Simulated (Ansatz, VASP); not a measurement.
**One calculation of SnTe, two programs**

```xyz
2
Lattice="0.0000 3.1353 3.1353 3.1353 0.0000 3.1353 3.1353 3.1353 0.0000" Properties=species:S:1:pos:R:3 pbc="T T T"
Sn    0.0000    0.0000    0.0000
Te    3.1353    3.1353    3.1353
```

Change from the starting cell: volume scaled by 0.98, PAW files.

Alike in both runs: task electric field gradients; functional PBEsol; k mesh 11 × 11 × 11; occupations fermi-dirac, width 0.08 eV; no spin polarisation.

```csv
,VASP,Ansatz
version,VASP 6.6.1,Ansatz 0.2.0
potentials or method,"VASP PAW PBE potentials, release 64 (Sn_d, Te)","PAW with Ansatz's default frozen-core files, scalar-relativistic"
plane-wave cutoff (eV),520,420
valence electrons in the cell,20,30
```

|  | VASP | Ansatz | Ansatz less VASP |
| --- | --- | --- | --- |
| pressure (GPa) | 0.4 | 0.4 | -0.01 |

VASP's potentials were made for PBE, not for PBEsol. VASP's potentials hold 20 valence electrons a cell and Ansatz's 30, so a difference there can come from the potentials and not from the codes.

Spin-orbit coupling is off throughout.
